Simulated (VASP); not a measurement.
# Au (P2_1/m) in VASP: notebook

Au is run at these levels: PBE; tasks: single point.

Everything below comes from runs of VASP 6.6.1. Logs are shortened: lines on timing, memory, paths and dates and some standing lists are left out, and cuts for length are marked.

## 1. The cell of the first run

The structure is monoclinic, space group P2_1/m (No. 11). Conventional cell: a = 2.917 Å, b = 4.890 Å, c = 2.917 Å, α = 90.00°, β = 120.00°, γ = 90.00°. Au (site symmetry m) has 12 Au at 2.69 to 3.25 Å within 3.5 Å.

## 2. Single point, PBE (atoms displaced along a vibrational mode)

INCAR reads:

```
ALGO     = Normal         # electronic algorithm
EDIFF    = 1E-6           # SCF threshold, eV
ENCUT    = 500            # plane-wave cutoff, eV
GGA      = PE             # functional
GGA_COMPAT= F            
ISIF     = 2              # what is computed and relaxed
ISMEAR   = 0              # smearing method
LASPH    = T              # aspherical terms in the spheres
LCHARG   = F              # write CHGCAR
LREAL    = F              # projectors in reciprocal space
LWAVE    = F              # write WAVECAR
NBANDS   = 18             # bands
NELM     = 120            # most SCF steps
PREC     = Accurate       # precision mode
SIGMA    = 0.15           # smearing width, eV
```

KPOINTS reads:

```
k-points
0
Gamma
  18 18 10
```

POSCAR reads:

```
Au
1.0
    2.9169619367      0.0000000000      0.0000000000
   -1.4584809683      2.5261631390      0.0000000000
    0.0000000000      0.0000000000      4.8900308251
Au
2
Direct
    0.2192348590      0.5831407864      0.7500000000
    0.7807651410      0.4168592136      0.2500000000
```

Potentials or basis: VASP PAW PBE potentials, release 64 (Au).

On the command line:

```bash
$ cat potpaw_PBE.64/Au/POTCAR > POTCAR
$ mpirun -np 1 vasp_std > vasp.out
```

OUTCAR:

```text
EDIFF = 1E-6
   ENCUT = 500
   GGA = PE
   ISIF = 2
   ISMEAR = 0
   LASPH = T
   LREAL = F
   NELM = 120
   PREC = Accurate

 ion  position               nearest neighbor table
   1  0.219  0.583  0.750-   2 2.69   2 2.69   2 3.11   2 3.11   2 3.25   2 3.25
   2  0.781  0.417  0.250-   1 2.69   1 2.69   1 3.11   1 3.11   1 3.25   1 3.25

  LATTYP: Found a hexagonal cell.
 ALAT       =     2.9169619367
 C/A-ratio  =     1.6764122848

  Lattice vectors:

 A1 = (   2.9169619367,   0.0000000000,   0.0000000000)
 A2 = (  -1.4584809683,   2.5261631390,   0.0000000000)
 A3 = (   0.0000000000,   0.0000000000,   4.8900308251)

Analysis of symmetry for initial positions (statically):
=====================================================================
 Subroutine PRICEL returns:
 Original cell was already a primitive cell.

 Routine SETGRP: Setting up the symmetry group for a
 hexagonal supercell.

 Subroutine GETGRP returns: Found  4 space group operations
 (whereof  2 operations were pure point group operations)
 out of a pool of 24 trial point group operations.

The static configuration has the point symmetry S_2 .
 The point group associated with its full space group is C_2h.

Analysis of symmetry for dynamics (positions and initial velocities):
=====================================================================
 Subroutine PRICEL returns:
 Original cell was already a primitive cell.

 Routine SETGRP: Setting up the symmetry group for a
 hexagonal supercell.

 Subroutine GETGRP returns: Found  4 space group operations
 (whereof  2 operations were pure point group operations)
 out of a pool of 24 trial point group operations.

The dynamic configuration has the point symmetry S_2 .
 The point group associated with its full space group is C_2h.

 Subroutine INISYM returns: Found  4 space group operations
 (whereof  2 operations are pure point group operations),
 and found     1 'primitive' translations

----------------------------------------------------------------------------------------

                                     Primitive cell

  volume of cell :      36.0333

  direct lattice vectors                    reciprocal lattice vectors
     2.916961937  0.000000000  0.000000000     0.342822437  0.197928626  0.000000000
    -1.458480968  2.526163139  0.000000000     0.000000000  0.395857253  0.000000000
     0.000000000  0.000000000  4.890030825     0.000000000  0.000000000  0.204497688

  length of vectors
     2.916961937  2.916961937  4.890030825     0.395857253  0.395857253  0.204497688

  position of ions in fractional coordinates (direct lattice)
     0.219234859  0.583140786  0.750000000
     0.780765141  0.416859214  0.250000000

  ion indices of the primitive-cell ions
   primitive index   ion index
                 1           1
                 2           2

----------------------------------------------------------------------------------------

 KPOINTS: k-points

Automatic generation of k-mesh.
 Grid dimensions read from file:
 generate k-points for:   18   18   10

 Generating k-lattice:

  Cartesian coordinates                     Fractional coordinates (reciprocal lattice)
     0.019045691  0.010996035  0.000000000     0.055555556  0.000000000  0.000000000
     0.000000000  0.021992070  0.000000000     0.000000000  0.055555556  0.000000000
     0.000000000  0.000000000  0.020449769     0.000000000  0.000000000  0.100000000

  Length of vectors
     0.021992070  0.021992070  0.020449769

  Shift w.r.t. Gamma in fractional coordinates (k-lattice)
     0.000000000  0.000000000  0.000000000

 Subroutine IBZKPT returns following result:
 ===========================================

 Found    984 irreducible k-points:

 Following reciprocal coordinates:
            Coordinates               Weight
  0.000000  0.000000  0.000000      1.000000
  0.055556 -0.000000  0.000000      2.000000
  0.000000  0.055556  0.000000      2.000000
 -0.055556  0.055556  0.000000      2.000000
  0.111111 -0.000000  0.000000      2.000000
  0.000000  0.111111  0.000000      2.000000
[... 16 lines left out ...]
  0.444444  0.000000  0.000000      2.000000
  0.000000  0.444444  0.000000      2.000000
 [... further k-points ...]
   k-points           NKPTS =    984   k-points in BZ     NKDIM =    984   number of bands    NBANDS=     18
   number of dos      NEDOS =    301   number of ions     NIONS =      2
   total plane-waves  NPLWV =  20736
   dimension x,y,z NGX =    24 NGY =   24 NGZ =   36
   dimension x,y,z NGXF=    48 NGYF=   48 NGZF=   72
   ions per type =               2
   NGX,Y,Z   is equivalent  to a cutoff of  13.68, 13.68, 12.24 a.u.
   NGXF,Y,Z  is equivalent  to a cutoff of  27.36, 27.36, 24.48 a.u.
 SYSTEM =  unknown system
   PREC   = accura    normal or accurate (medium, high low for compatibility)
   ISTART =      0    job   : 0-new  1-cont  2-samecut
   ICHARG =      2    charge: 1-file 2-atom 10-const
   ISPIN  =      1    spin polarized calculation?
   LNONCOLLINEAR =      F non collinear calculations
   LSORBIT =      F    spin-orbit coupling
   LASPH  =      T    aspherical Exc in radial PAW
   ENCUT  =  500.0 eV  36.75 Ry    6.06 a.u.   5.32  5.32  8.92*2*pi/ulx,y,z
   NELM   =    120;   NELMIN=  2; NELMDL= -5     # of ELM steps
   EDIFF  = 0.1E-05   stopping-criterion for ELM
   LREAL  =      F    real-space projection
   EDIFFG = 0.1E-04   stopping-criterion for IOM
   NSW    =      0    number of steps for IOM
   IBRION =     -1    ionic relax: 0-MD 1-quasi-New 2-CG
   NFREE  =      0    steps in history (QN), initial steepest desc. (CG)
   ISIF   =      2    stress and relaxation
   ISYM   =      2    0-nonsym 1-usesym 2-fastsym
   POTIM  = 0.5000    time-step for ionic-motion
   TEBEG  =    0.0;   TEEND  =   0.0 temperature during run
   PSTRESS=    0.0 pullay stress
   NELECT =      22.0000    total number of electrons
   NUPDOWN=      -1.0000    fix difference up-down
   EMIN   =  10.00;   EMAX   =-10.00  energy-range for DOS
   EFERMI =   0.00;   METHOD = LEGACY
   ISMEAR =     0;   SIGMA  =   0.15  broadening in eV -4-tet -1-fermi 0-gaus
   EFERMI_NEDOS =   21; number of points for ismear=-14 and -15
   IALGO  =     38    algorithm
   IMIX   =      4    mixing-type and parameters
     AMIX     =   0.40;   BMIX     =  1.00
     AMIX_MAG =   1.60;   BMIX_MAG =  1.00
  volume/ion in A,a.u.               =      18.02       121.58
  Fermi-wavevector in a.u.,A,eV,Ry     =   1.388826  2.624500 26.243426  1.928837
  Thomas-Fermi vector in A             =   2.512915
   LORBIT       =      0    0 simple, 1 ext, 2 COOP (PROOUT), +10 PAW based schemes
   GGA     = PE    functional components
   LHFCALC =     F    Hartree Fock is set to
   AEXX    =    0.0000 exact exchange contribution
   IVDW    =     0    specifies the selected vdW correction
   LEPSILON=     F    determine dielectric tensor
   LRPA    =     F    only Hartree local field effects (RPA)
 non-spin polarized calculation
 Gauss-broadening in eV      SIGMA  =   0.15
  energy-cutoff  :      500.00
  volume of cell :       36.03
 maximum number of plane-waves:       930
 NGX is ok and might be reduce to    24
   NGX = 11   NGY = 11   NGZ = 17

 number of electron      21.9999997 magnetization

 Free energy of the ion-electron system (eV)
  ---------------------------------------------------
  ext. energy  EPLUGINS =         0.00000000
  ---------------------------------------------------
  free energy    TOTEN  =        -6.28787111 eV

  energy without entropy =       -6.27908260  energy(sigma->0) =       -6.28347686

 E-fermi :   8.5495     XC(G=0): -12.3670

 val. band max:        8.5475760483   @ k =   0.5000  -0.1111  -0.1000
 cond. band min:       8.5495278175   @ k =   0.3889   0.1111   0.3000
 fundamental gap:      0.0019517691
 Fermi energy:         8.5494561437

 k-point     1 :       0.0000    0.0000    0.0000
  band No.  band energies     occupation
      1      -0.7071      2.00000
      2       1.7888      2.00000
      3       3.3245      2.00000
      4       4.2567      2.00000
      5       4.3839      2.00000
      6       4.4640      2.00000
[... 10 lines left out ...]
     17      26.6179      0.00000
     18      27.7101      0.00000

 k-point     2 :       0.0556   -0.0000    0.0000
  band No.  band energies     occupation
      1      -0.6130      2.00000
      2       1.8715      2.00000
      3       3.3400      2.00000
      4       4.2206      2.00000
      5       4.4407      2.00000
      6       4.5139      2.00000
[... 10 lines left out ...]
     17      26.0567      0.00000
     18      27.0542      0.00000

 k-point     3 :       0.0000    0.0556    0.0000
  band No.  band energies     occupation
      1      -0.6170      2.00000
      2       1.8606      2.00000
      3       3.3501      2.00000
      4       4.3046      2.00000
      5       4.3756      2.00000
      6       4.4486      2.00000
[... 10 lines left out ...]
     17      25.8982      0.00000
     18      27.6160      0.00000

 k-point     4 :      -0.0556    0.0556    0.0000
  band No.  band energies     occupation
      1      -0.6151      2.00000
      2       1.8668      2.00000
      3       3.3539      2.00000
      4       4.2482      2.00000
      5       4.3832      2.00000
      6       4.4892      2.00000
[... 375 lines left out ...]
      4       3.6976      2.00000
      5       4.4715      2.00000
      6       4.9814      2.00000
[... 10 lines left out ...]
     17      21.5959      0.00000
     18      23.0338      0.00000

 k-point    23 :       0.4444    0.0000    0.0000
  band No.  band energies     occupation
      1       2.2292      2.00000
      2       2.7784      2.00000
      3       3.3440      2.00000
      4       3.4712      2.00000
      5       3.5048      2.00000
      6       4.4029      2.00000
[... 10 lines left out ...]
     17      19.4481      0.00000
     18      23.9083      0.00000

 k-point    24 :       0.0000    0.4444    0.0000
  band No.  band energies     occupation
      1       1.7052      2.00000
      2       2.3162      2.00000
      3       2.3493      2.00000
      4       4.0555      2.00000
      5       4.3684      2.00000
      6       5.3716      2.00000
[... 10 lines left out ...]
     17      21.7379      0.00000
     18      23.6646      0.00000

 [... further k-points ...]

------------------------ aborting loop because EDIFF is reached ----------------------------------------

  FORCE on cell =-STRESS in cart. coord.  units (eV):
  Direction    XX          YY          ZZ          XY          YZ          ZX
  --------------------------------------------------------------------------------------
  -------------------------------------------------------------------------------------
  Total        0.1412099     -0.2278341      2.3342497      0.1524685      0.0000000      0.0000000
  in kB        6.2787324    -10.1303746    103.7896738      6.7793351      0.0000000      0.0000000
  external PRESSURE =      33.3126772 kB  Pullay stress =       0.0000000 kB

 VOLUME and BASIS-vectors are now :
 -----------------------------------------------------------------------------
  energy-cutoff  :      500.00
  volume of cell :       36.03
      direct lattice vectors                 reciprocal lattice vectors
     2.916961937  0.000000000  0.000000000     0.342822437  0.197928626  0.000000000
    -1.458480968  2.526163139  0.000000000     0.000000000  0.395857253  0.000000000
     0.000000000  0.000000000  4.890030825     0.000000000  0.000000000  0.204497688

 POSITION                                       TOTAL-FORCE (eV/Angst)
 -----------------------------------------------------------------------------------
     -0.21100      1.47311      3.66752         0.574996      0.202182      0.000000
      1.66948      1.05305      1.22251        -0.574996     -0.202182     -0.000000
 -----------------------------------------------------------------------------------
    total drift:                                0.000000     -0.000000      0.000000

  FREE ENERGIE OF THE ION-ELECTRON SYSTEM (eV)
  ---------------------------------------------------
  free  energy   TOTEN  =        -6.2878711150 eV

  energy  without entropy=       -6.2790826026  energy(sigma->0) =       -6.28347686
```

Run time: 3.9 min. Hardware: 1 thread of AMD EPYC 9R45 (Zen 5), shared host; peak memory 0.53 GiB.

What came out:

```yaml
Free_energy: -6.2879 eV
Pressure: 3.3 GPa
Largest_force: 0.610 eV/Å
Band_gap_on_the_k_mesh: zero (bands 11 and 12 overlap by 5.77 eV)
```

Forces in eV/Å, atoms in the order of the input:
```
Au   0.575  0.202  0.000
Au  -0.575 -0.202  0.000
```

Caveat: the cell differs from its parent crystal (atoms displaced along a vibrational mode); the cell stands under pressure; spin-orbit coupling is left out, which moves the levels of the heavy elements.

## 3. Single point, PBE (atoms displaced along a vibrational mode)

INCAR reads:

```
SYSTEM = Au
PREC = Accurate
ENCUT = 500
EDIFF = 1E-6
ISMEAR = 0
SIGMA = 0.15
LREAL = .False.
LASPH = .True.
NELM = 120
ALGO = Normal
ISIF = 2
LWAVE = .False.
LCHARG = .False.
GGA = PE
NBANDS = 18
GGA_COMPAT = .False.
```

KPOINTS reads:

```
regular mesh
0
Gamma
  18 18 10
  0 0 0
```

POSCAR reads:

```
Au
1.0
    2.9169619367      0.0000000000      0.0000000000
   -1.4584809683      2.5261631390      0.0000000000
    0.0000000000      0.0000000000      4.8900308251
Au
2
Direct
    0.2721881452      0.8337184273      0.7500000000
    0.7278118548      0.1662815727      0.2500000000
```

Potentials or basis: VASP PAW PBE potentials, release 64 (Au).

On the command line:

```bash
$ cat potpaw_PBE.64/Au/POTCAR > POTCAR
$ mpirun -np 1 vasp_std > vasp.out
```

It took 7.7 min on 1 thread of Intel Xeon 8259CL, shared host; peak memory 0.56 GiB.

It converged, with:

```yaml
Free_energy: -6.3327 eV
Pressure: 2.4 GPa
Largest_force: 0.504 eV/Å
Band_gap_on_the_k_mesh: zero (bands 11 and 12 overlap by 5.91 eV)
```

Forces on the atoms (eV/Å):
```
Au  -0.334 -0.377  0.000
Au   0.334  0.377  0.000
```

Stress tensor (GPa, compression positive):
```
-0.18  1.15  0.00
 1.15  0.13  0.00
 0.00  0.00  7.38
```

Levels at points of the mesh, in eV from the Fermi level:
```csv
k point,band 8,band 9,band 10,band 11,band 12,band 13,band 14,band 15
"(0.00, 0.00, 0.00)",-3.83,-3.09,-2.43,-1.82,-0.83,2.71,14.54,15.21
"(0.50, 0.00, 0.00)",-2.29,-1.91,-1.67,0.72,1.19,5.89,6.81,8.73
"(0.00, 0.50, 0.00)",-2.94,-1.79,-1.76,0.35,1.48,5.48,7.16,7.17
"(0.50, 0.50, 0.00)",-2.09,-1.84,-1.69,-0.59,1.91,4.85,5.01,7.99
"(0.00, 0.00, 0.50)",-4.15,-2.65,-2.65,-2.60,-2.60,10.26,10.26,15.29
"(0.50, 0.00, 0.50)",-1.80,-1.61,-1.61,0.14,0.14,3.92,3.92,12.15
"(0.00, 0.50, 0.50)",-1.94,-1.77,-1.77,0.60,0.60,3.70,3.70,11.63
"(0.50, 0.50, 0.50)",-2.68,-1.77,-1.77,1.66,1.66,2.85,2.85,12.54
```

Caveat: the cell differs from its parent crystal (atoms displaced along a vibrational mode); spin-orbit coupling is left out, which moves the levels of the heavy elements.

## 4. Single point, PBE (atoms displaced along a vibrational mode)

INCAR reads:

```
SYSTEM = Au
PREC = Accurate ; ENCUT = 500
EDIFF = 1E-6 ; ISMEAR = 0
SIGMA = 0.15 ; LREAL = .False.
LASPH = .True. ; NELM = 120
ALGO = Normal ; ISIF = 2
LWAVE = .False. ; LCHARG = .False.
GGA = PE ; NBANDS = 18
GGA_COMPAT = .False.
```

KPOINTS reads:

```
Automatic mesh
0
Gamma
  18 18 10
  0 0 0
```

POSCAR reads:

```
Au
1.0
    2.9169619367      0.0000000000      0.0000000000
   -1.4584809683      2.5261631390      0.0000000000
    0.0000000000      0.0000000000      4.8900308251
Au
2
Direct
    0.2609977991      0.6666666667      0.7500000000
    0.7390022009      0.3333333333      0.2500000000
```

On the command line:

```bash
$ cat potpaw_PBE.64/Au/POTCAR > POTCAR
$ mpirun -np 1 vasp_std > vasp.out
```

It took 4.3 min on 1 thread of AMD EPYC 9R45 (Zen 5), shared host; peak memory 0.53 GiB.

The run converged. Its results:

* Free energy: -6.3865 eV
* Pressure: 1.0 GPa
* Largest force: 0.295 eV/Å
* Band gap on the k mesh: zero (bands 11 and 12 overlap by 6.10 eV)

Forces in eV/Å, atoms in the order of the input:
```
Au   0.217  0.199  0.000
Au  -0.217 -0.199  0.000
```

Stress tensor (GPa, compression positive):
```
-0.13  0.87  0.00
 0.87 -0.10  0.00
 0.00  0.00  3.30
```

Levels at points of the mesh, in eV from the Fermi level:
```
           k point  band 9  band 10  band 11  band 12  band 13  band 14
(0.00, 0.00, 0.00)   -2.80    -2.70    -1.76    -0.83     2.59    14.48
(0.50, 0.00, 0.00)   -1.91    -1.63     0.96     0.97     6.21     6.44
(0.00, 0.50, 0.00)   -1.81    -1.72     0.37     1.48     5.56     7.07
(0.50, 0.50, 0.00)   -1.81    -1.71    -0.27     1.83     5.03     5.54
(0.00, 0.00, 0.50)   -2.69    -2.69    -2.51    -2.51    10.30    10.30
(0.50, 0.00, 0.50)   -1.66    -1.66     0.13     0.13     3.96     3.96
(0.00, 0.50, 0.50)   -1.75    -1.75     0.60     0.60     3.71     3.71
(0.50, 0.50, 0.50)   -1.75    -1.75     1.32     1.32     3.15     3.15
```

Caveat: the cell differs from its parent crystal (atoms displaced along a vibrational mode); spin-orbit coupling is left out, which moves the levels of the heavy elements.

## 5. Single point, PBE (atoms displaced along a vibrational mode)

INCAR reads:

```
PREC = Accurate
ENCUT = 500
EDIFF = 1E-6
ISMEAR = 0
SIGMA = 0.15
LREAL = False
LASPH = True
NELM = 120
ALGO = Normal
ISIF = 2
LWAVE = False
LCHARG = False
GGA = PE
NBANDS = 18
GGA_COMPAT = False
```

KPOINTS reads:

```
regular mesh
0
Gamma
  18 18 10
```

POSCAR reads:

```
Au
1.0
    2.9169619367      0.0000000000      0.0000000000
   -1.4584809683      2.5261631390      0.0000000000
    0.0000000000      0.0000000000      4.8900308251
Au
2
Direct
    0.3027607393      0.7501925470      0.7500000000
    0.6972392607      0.2498074530      0.2500000000
```

On the command line:

```bash
$ cat potpaw_PBE.64/Au/POTCAR > POTCAR
$ mpirun -np 1 vasp_std > vasp.out
```

Wall time 4.4 min (1 thread of AMD EPYC 9R45 (Zen 5), shared host); peak memory 0.53 GiB.

The run converged. Its results:

```yaml
Free_energy: -6.3890 eV
Pressure: 1.2 GPa
Largest_force: 0.269 eV/Å
Band_gap_on_the_k_mesh: zero (bands 11 and 12 overlap by 6.09 eV)
```

Forces on the atoms (eV/Å):
```
Au  -0.100 -0.249  0.000
Au   0.100  0.249  0.000
```

Stress tensor (GPa, compression positive):
```
-0.64  0.89  0.00
 0.89  0.84  0.00
 0.00  0.00  3.51
```

Levels at points of the mesh, in eV from the Fermi level:
```csv
k point,band 9,band 10,band 11,band 12,band 13,band 14
"(0.00, 0.00, 0.00)",-3.05,-2.47,-1.63,-0.86,2.63,14.35
"(0.50, 0.00, 0.00)",-1.83,-1.76,0.58,1.28,5.77,6.77
"(0.00, 0.50, 0.00)",-1.90,-1.70,0.88,1.00,6.12,6.43
"(0.50, 0.50, 0.00)",-1.83,-1.68,-0.72,1.93,4.80,4.86
"(0.00, 0.00, 0.50)",-2.82,-2.82,-2.66,-2.66,10.26,10.26
"(0.50, 0.00, 0.50)",-1.71,-1.71,0.31,0.31,3.86,3.86
"(0.00, 0.50, 0.50)",-1.59,-1.59,0.09,0.09,3.96,3.96
"(0.50, 0.50, 0.50)",-1.79,-1.79,1.73,1.73,2.76,2.76
```

Caveat: the cell differs from its parent crystal (atoms displaced along a vibrational mode); spin-orbit coupling is left out, which moves the levels of the heavy elements.

## 6. The runs side by side

| cell | gap on the mesh (eV) | pressure (GPa) | largest force (eV/Å) |
| --- | --- | --- | --- |
| as given, atomic positions A | none | 3.3 | 0.61 |
| as given, atomic positions B | none | 2.4 | 0.50 |
| as given, atomic positions C | none | 1.0 | 0.29 |
| as given, atomic positions D | none | 1.2 | 0.27 |

Alike in all rows: task single point; level PBE; potentials or basis VASP PAW PBE potentials, release 64 (Au); no spin polarisation; k mesh 18 × 18 × 10; cutoff (eV) 500; smearing gaussian 0.15 eV.

Caveats: spin-orbit coupling is left out, which moves the levels of the heavy elements; the cell stands under pressure (at least some runs).

Absolute energies hang on the potentials; compare differences alone.
